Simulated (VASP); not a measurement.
A run of VASP 6.6.1 is set up as follows.

The input INCAR:

```
PREC = Accurate
ENCUT = 520
EDIFF = 1E-7
ISMEAR = 0
SIGMA = 0.1
LREAL = F
LASPH = T
NELM = 100
ALGO = Fast
ISIF = 2
LWAVE = F
LCHARG = F
GGA = PS
ISYM = 0
NBANDS = 13
```

KPOINTS

```
regular mesh
0
Gamma
  13 13 15
```

Contents of POSCAR:

```
Mo
1.0
    2.7100592323      0.0000000000      0.0000000000
   -0.9033530774      2.5550683474      0.0000000000
    0.9033530774      1.2775341737      2.2127540972
Mo
1
Direct
    0.0000000000      0.0000000000      0.0000000000
```

Potentials or basis: VASP PAW PBE potentials, release 64 (Mo_sv).

Command:

```sh
$ cat potpaw_PBE.64/Mo_sv/POTCAR > POTCAR
$ mpirun -np 1 vasp_std > vasp.out
```

(1) What does it give for the pressure?

(2) Predict the band gap on the k mesh.

## Answers

(1) 0.4 GPa.

(2) zero (bands 7 and 8 overlap by 5.16 eV).

Caveat: the PAW data sets were made with another functional, which shifts forces and pressure a little.
